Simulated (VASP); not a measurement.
# Cu (R-3m) in VASP: further runs, part 2 of 2

VASP 6.6.1. The steps go on from the part before.

## (4) Single point, PBEsol (equal xy, yz and zx shear strains of +2 %)

INCAR reads:

```
SYSTEM = Cu
ALGO = Normal
EDIFF = 1E-7
ENCUT = 520
GGA = PS
ISIF = 2
ISMEAR = -1
LASPH = .True.
LCHARG = .False.
LREAL = .False.
LWAVE = .False.
NBANDS = 12
NELM = 80
PREC = Accurate
SIGMA = 0.08
```

KPOINTS reads:

```
k-points
0
Gamma
  19 19 19
  0 0 0
```

POSCAR reads:

```
Cu
1.0
    0.0361500000      1.8255750000      1.8255750000
    1.8255750000      0.0361500000      1.8255750000
    1.8255750000      1.8255750000      0.0361500000
Cu
1
Direct
    0.0000000000      0.0000000000      0.0000000000
```

Potentials or basis: VASP PAW PBE potentials, release 64 (Cu).

Started as:

```
> cat potpaw_PBE.64/Cu/POTCAR > POTCAR
> mpirun -np 1 vasp_std > vasp.out
```

OUTCAR:

```text
SYSTEM = Cu
   EDIFF = 1E-7
   ENCUT = 520
   GGA = PS
   ISIF = 2
   ISMEAR = -1
   LASPH = .True.
   LREAL = .False.
   NELM = 80
   PREC = Accurate

 ion  position               nearest neighbor table
   1  0.000  0.000  0.000-

  LATTYP: Found a trigonal (rhomboedric) cell.
 ALAT       =     2.5820059999
 COS(alpha) =     0.5197000882

  Lattice vectors:

 A1 = (   0.0361500000,   1.8255750000,   1.8255750000)
 A2 = (   1.8255750000,   0.0361500000,   1.8255750000)
 A3 = (   1.8255750000,   1.8255750000,   0.0361500000)

Analysis of symmetry for initial positions (statically):
=====================================================================
 Subroutine PRICEL returns:
 Original cell was already a primitive cell.

 Routine SETGRP: Setting up the symmetry group for a
 trigonal (rhombohedral) supercell.

 Subroutine GETGRP returns: Found 12 space group operations
 (whereof 12 operations were pure point group operations)
 out of a pool of 12 trial point group operations.

The static configuration has the point symmetry D_3d.

Analysis of symmetry for dynamics (positions and initial velocities):
=====================================================================
 Subroutine PRICEL returns:
 Original cell was already a primitive cell.

 Routine SETGRP: Setting up the symmetry group for a
 trigonal (rhombohedral) supercell.

 Subroutine GETGRP returns: Found 12 space group operations
 (whereof 12 operations were pure point group operations)
 out of a pool of 12 trial point group operations.

The dynamic configuration has the point symmetry D_3d.

 Subroutine INISYM returns: Found 12 space group operations
 (whereof 12 operations are pure point group operations),
 and found     1 'primitive' translations

----------------------------------------------------------------------------------------

                                     Primitive cell

  volume of cell :      11.8069

  direct lattice vectors                    reciprocal lattice vectors
     0.036150000  1.825575000  1.825575000    -0.282158772  0.276679961  0.276679961
     1.825575000  0.036150000  1.825575000     0.276679961 -0.282158772  0.276679961
     1.825575000  1.825575000  0.036150000     0.276679961  0.276679961 -0.282158772

  length of vectors
     2.582006000  2.582006000  2.582006000     0.482407685  0.482407685  0.482407685

  position of ions in fractional coordinates (direct lattice)
     0.000000000  0.000000000  0.000000000

  ion indices of the primitive-cell ions
   primitive index   ion index
                 1           1

----------------------------------------------------------------------------------------

 KPOINTS: k-points

Automatic generation of k-mesh.
 Grid dimensions read from file:
 generate k-points for:   19   19   19

 Generating k-lattice:

  Cartesian coordinates                     Fractional coordinates (reciprocal lattice)
    -0.014850462  0.014562103  0.014562103     0.052631579  0.000000000 -0.000000000
     0.014562103 -0.014850462  0.014562103     0.000000000  0.052631579 -0.000000000
     0.014562103  0.014562103 -0.014850462     0.000000000  0.000000000  0.052631579

  Length of vectors
     0.025389878  0.025389878  0.025389878

  Shift w.r.t. Gamma in fractional coordinates (k-lattice)
     0.000000000  0.000000000  0.000000000

 Subroutine IBZKPT returns following result:
 ===========================================

 Found    670 irreducible k-points:

 Following reciprocal coordinates:
            Coordinates               Weight
  0.000000  0.000000  0.000000      1.000000
  0.052632  0.000000 -0.000000      6.000000
  0.105263  0.000000 -0.000000      6.000000
  0.157895  0.000000  0.000000      6.000000
  0.210526  0.000000  0.000000      6.000000
  0.263158  0.000000  0.000000      6.000000
[... 16 lines left out ...]
 -0.315789  0.052632 -0.000000     12.000000
 -0.263158  0.052632 -0.000000     12.000000
 [... further k-points ...]
   k-points           NKPTS =    670   k-points in BZ     NKDIM =    670   number of bands    NBANDS=     12
   number of dos      NEDOS =    301   number of ions     NIONS =      1
   total plane-waves  NPLWV =   8000
   dimension x,y,z NGX =    20 NGY =   20 NGZ =   20
   dimension x,y,z NGXF=    40 NGYF=   40 NGZF=   40
   ions per type =               1
   NGX,Y,Z   is equivalent  to a cutoff of  12.88, 12.88, 12.88 a.u.
   NGXF,Y,Z  is equivalent  to a cutoff of  25.75, 25.75, 25.75 a.u.
 SYSTEM =  Cu
   PREC   = accura    normal or accurate (medium, high low for compatibility)
   ISTART =      0    job   : 0-new  1-cont  2-samecut
   ICHARG =      2    charge: 1-file 2-atom 10-const
   ISPIN  =      1    spin polarized calculation?
   LNONCOLLINEAR =      F non collinear calculations
   LSORBIT =      F    spin-orbit coupling
   LASPH  =      T    aspherical Exc in radial PAW
   ENCUT  =  520.0 eV  38.22 Ry    6.18 a.u.   4.80  4.80  4.80*2*pi/ulx,y,z
   NELM   =     80;   NELMIN=  2; NELMDL= -5     # of ELM steps
   EDIFF  = 0.1E-06   stopping-criterion for ELM
   LREAL  =      F    real-space projection
   EDIFFG = 0.1E-05   stopping-criterion for IOM
   NSW    =      0    number of steps for IOM
   IBRION =     -1    ionic relax: 0-MD 1-quasi-New 2-CG
   NFREE  =      0    steps in history (QN), initial steepest desc. (CG)
   ISIF   =      2    stress and relaxation
   ISYM   =      2    0-nonsym 1-usesym 2-fastsym
   POTIM  = 0.5000    time-step for ionic-motion
   TEBEG  =    0.0;   TEEND  =   0.0 temperature during run
   PSTRESS=    0.0 pullay stress
   NELECT =      11.0000    total number of electrons
   NUPDOWN=      -1.0000    fix difference up-down
   EMIN   =  10.00;   EMAX   =-10.00  energy-range for DOS
   EFERMI =   0.00;   METHOD = LEGACY
   ISMEAR =    -1;   SIGMA  =   0.08  broadening in eV -4-tet -1-fermi 0-gaus
   EFERMI_NEDOS =   21; number of points for ismear=-14 and -15
   IALGO  =     38    algorithm
   IMIX   =      4    mixing-type and parameters
     AMIX     =   0.40;   BMIX     =  1.00
     AMIX_MAG =   1.60;   BMIX_MAG =  1.00
  volume/ion in A,a.u.               =      11.81        79.68
  Fermi-wavevector in a.u.,A,eV,Ry     =   1.598922  3.021524 34.783989  2.556551
  Thomas-Fermi vector in A             =   2.696296
   LORBIT       =      0    0 simple, 1 ext, 2 COOP (PROOUT), +10 PAW based schemes
   GGA     = PS    functional components
   LHFCALC =     F    Hartree Fock is set to
   AEXX    =    0.0000 exact exchange contribution
   IVDW    =     0    specifies the selected vdW correction
   LEPSILON=     F    determine dielectric tensor
   LRPA    =     F    only Hartree local field effects (RPA)
 non-spin polarized calculation
  energy-cutoff  :      520.00
  volume of cell :       11.81
 maximum number of plane-waves:       332
   NGX =  9   NGY =  9   NGZ =  9

 number of electron      11.0000002 magnetization

 Free energy of the ion-electron system (eV)
  ---------------------------------------------------
  ext. energy  EPLUGINS =         0.00000000
  ---------------------------------------------------
  free energy    TOTEN  =        -4.29938607 eV

  energy without entropy =       -4.29240547  energy(sigma->0) =       -4.29589577

 E-fermi :   7.4265     XC(G=0): -12.9094

 val. band max:        7.4185787620   @ k =  -0.4737   0.2105   0.1579
 cond. band min:       7.4479086538   @ k =   0.4737   0.3684   0.0526
 fundamental gap:      0.0293298919
 Fermi energy:         7.4265430733

 k-point     1 :       0.0000    0.0000    0.0000
  band No.  band energies     occupation
      1      -1.9871      2.00000
      2       4.2682      2.00000
      3       4.4157      2.00000
      4       4.4157      2.00000
      5       5.2100      2.00000
      6       5.2100      2.00000
      7      29.7544      0.00000
      8      31.8808      0.00000
      9      33.1058      0.00000
     10      33.1058      0.00000
     11      34.2066      0.00000
     12      35.4994      0.00000

 k-point     2 :       0.0526    0.0000   -0.0000
  band No.  band energies     occupation
      1      -1.8846      2.00000
      2       4.2842      2.00000
      3       4.3964      2.00000
      4       4.4387      2.00000
      5       5.2005      2.00000
      6       5.2006      2.00000
      7      29.4383      0.00000
      8      31.0078      0.00000
      9      32.0508      0.00000
     10      32.7243      0.00000
     11      34.7212      0.00000
     12      36.0226      0.00000
[... 316 lines left out ...]
 k-point    24 :      -0.2632    0.0526   -0.0000
  band No.  band energies     occupation
      1       0.7319      2.00000
      2       4.1129      2.00000
      3       4.4496      2.00000
      4       4.6007      2.00000
      5       5.2309      2.00000
      6       5.5032      2.00000
      7      18.6461      0.00000
      8      27.4486      0.00000
      9      29.9694      0.00000
     10      31.4913      0.00000
     11      33.5802      0.00000
     12      35.0394      0.00000

 [... further k-points ...]
[... 5 lines left out ...]
  --------------------------------------------------------------------------------------
  -------------------------------------------------------------------------------------
  Total       -0.4160102     -0.4160102     -0.4160102     -0.1081960     -0.1081960     -0.1081960
  in kB      -56.4519688    -56.4519688    -56.4519688    -14.6820419    -14.6820419    -14.6820419
  external PRESSURE =     -56.4519688 kB  Pullay stress =       0.0000000 kB

 VOLUME and BASIS-vectors are now :
 -----------------------------------------------------------------------------
  energy-cutoff  :      520.00
  volume of cell :       11.81
      direct lattice vectors                 reciprocal lattice vectors
     0.036150000  1.825575000  1.825575000    -0.282158772  0.276679961  0.276679961
     1.825575000  0.036150000  1.825575000     0.276679961 -0.282158772  0.276679961
     1.825575000  1.825575000  0.036150000     0.276679961  0.276679961 -0.282158772

 POSITION                                       TOTAL-FORCE (eV/Angst)
 -----------------------------------------------------------------------------------
      0.00000      0.00000      0.00000         0.000000     -0.000000     -0.000000
 -----------------------------------------------------------------------------------
    total drift:                               -0.000000     -0.000000     -0.000000

  FREE ENERGIE OF THE ION-ELECTRON SYSTEM (eV)
  ---------------------------------------------------
  free  energy   TOTEN  =        -4.2993860655 eV

  energy  without entropy=       -4.2924054676  energy(sigma->0) =       -4.29589577
```

stdout:

```text
POSCAR found type information on POSCAR Cu
 POSCAR found :  1 types and       1 ions
 scaLAPACK will be used
 -----------------------------------------------------------------------------
|                                                                             |
|                                                                             |
|     You enforced a specific xc type in the INCAR file but a different       |
|     I HOPE YOU KNOW WHAT YOU ARE DOING!                                     |
|                                                                             |
 -----------------------------------------------------------------------------

 LDA part: xc-table for (Slater+PW92), standard interpolation
 POSCAR, INCAR and KPOINTS ok, starting setup
 FFT: planning ... GRIDC
 FFT: planning ... GRID_SOFT
 FFT: planning ... GRID
 WAVECAR not read
 entering main loop
```

Run time: 97 s. Hardware: 1 thread of AMD EPYC 7R43 (Zen 3), shared host; peak memory 0.16 GiB.

What came out:

* Free energy: -4.2994 eV
* Pressure: -5.6 GPa

Levels at points of the mesh, in eV from the Fermi level:
| k point | band 2 | band 3 | band 4 | band 5 | band 6 | band 7 | band 8 | band 9 | band 10 | band 11 |
| --- | --- | --- | --- | --- | --- | --- | --- | --- | --- | --- |
| (0.00, 0.00, 0.00) | -3.16 | -3.01 | -3.01 | -2.22 | -2.22 | 22.33 | 24.45 | 25.68 | 25.68 | 26.78 |

Caveat: the cell differs from its parent crystal (equal xy, yz and zx shear strains of +2 %); the PAW data sets were made with another functional, which shifts forces and pressure a little.

## (5) Single point, PBEsol (equal xy, yz and zx shear strains of -2 %)

INCAR reads:

```
SYSTEM = Cu
ALGO = Normal
EDIFF = 1E-6
ENCUT = 520
GGA = PS
ISIF = 2
ISMEAR = -1
LASPH = .TRUE.
LCHARG = .TRUE.
LELF = .TRUE.
LREAL = .FALSE.
LVHAR = .TRUE.
LWAVE = .FALSE.
NBANDS = 12
NELM = 100
PREC = Accurate
SIGMA = 0.08
```

KPOINTS reads:

```
k-points
0
G
  19 19 19
  0 0 0
```

POSCAR reads:

```
Cu
1.0
   -0.0361500000      1.7894250000      1.7894250000
    1.7894250000     -0.0361500000      1.7894250000
    1.7894250000      1.7894250000     -0.0361500000
Cu
1
Direct
    0.0000000000      0.0000000000      0.0000000000
```

Started as:

```
> cat potpaw_PBE.64/Cu/POTCAR > POTCAR
> mpirun -np 1 vasp_std > vasp.out
```

Run time: 35 s. Hardware: 1 thread of Intel Xeon 6975P-C (Granite Rapids), shared host; peak memory 0.2 GiB.

The run converged. Its results:

- Free energy: -4.2995 eV
- Pressure: -5.6 GPa

Stress tensor (GPa, compression positive):
```
-5.64  1.37  1.37
 1.37 -5.64  1.37
 1.37  1.37 -5.64
```

Levels at points of the mesh, in eV from the Fermi level:
```tsv
k point	band 3	band 4	band 5	band 6	band 7	band 8	band 9	band 10
(0.00, 0.00, 0.00)	-3.12	-2.95	-2.22	-2.22	22.44	24.69	24.69	26.31
```

Caveat: the cell differs from its parent crystal (equal xy, yz and zx shear strains of -2 %); the PAW data sets were made with another functional, which shifts forces and pressure a little.

## (6) Single point, PBEsol (equal xy, yz and zx shear strains of +1 %)

INCAR reads:

```
  PREC = Accurate
  ENCUT = 520
  EDIFF = 1E-6
  ISMEAR = -1
  SIGMA = 0.08
  LREAL = F
  LASPH = T
  NELM = 60
  ALGO = Normal
  ISIF = 2
  LWAVE = F
  LCHARG = F
  GGA = PS
  NBANDS = 12
```

KPOINTS reads:

```
regular mesh
0
Gamma
  19 19 19
```

POSCAR reads:

```
Cu
1.0
    0.0180750000      1.8165375000      1.8165375000
    1.8165375000      0.0180750000      1.8165375000
    1.8165375000      1.8165375000      0.0180750000
Cu
1
Direct
    0.0000000000      0.0000000000      0.0000000000
```

Potentials or basis: VASP PAW PBE potentials, release 64 (Cu).

Started as:

```
> cat potpaw_PBE.64/Cu/POTCAR > POTCAR
> mpirun -np 1 vasp_std > vasp.out
```

Run time: 38 s. Hardware: 1 thread of Intel Xeon 6975P-C (Granite Rapids), shared host; peak memory 0.2 GiB.

Results (log left out):

```
Free energy : -4.3017 eV
Pressure    : -5.8 GPa
```

Stress tensor (GPa, compression positive):
```
-5.79 -0.71 -0.71
-0.71 -5.79 -0.71
-0.71 -0.71 -5.79
```

Levels at points of the mesh, in eV from the Fermi level:
```tsv
k point	band 2	band 3	band 4	band 5	band 6	band 7	band 8	band 9	band 10	band 11
(0.00, 0.00, 0.00)	-3.11	-3.04	-3.04	-2.23	-2.23	22.50	24.73	25.42	25.42	27.22
```

Caveat: the cell differs from its parent crystal (equal xy, yz and zx shear strains of +1 %); the PAW data sets were made with another functional, which shifts forces and pressure a little.

## (7) The runs side by side

```tsv
cell	gap on the mesh (eV)	pressure (GPa)
a = 2.518 Å, angles 62.0°, 1 atom	none	-5.4
a = 2.543 Å, angles 60.7°, 1 atom	none	-5.8
a = 2.582 Å, angles 58.7°, 1 atom	none	-5.6
a = 2.531 Å, angles 61.3°, 1 atom	none	-5.6
a = 2.569 Å, angles 59.3°, 1 atom	none	-5.8
```

Alike in all rows: task single point; level PBEsol; potentials or basis VASP PAW PBE potentials, release 64 (Cu); no spin polarisation; k mesh 19 × 19 × 19; cutoff (eV) 520; smearing fermi-dirac 0.08 eV.

Caveats: the PAW data sets were made with another functional, which shifts forces and pressure a little.

Total energies depend on the potentials used, so only differences within one code and one set of settings carry meaning.
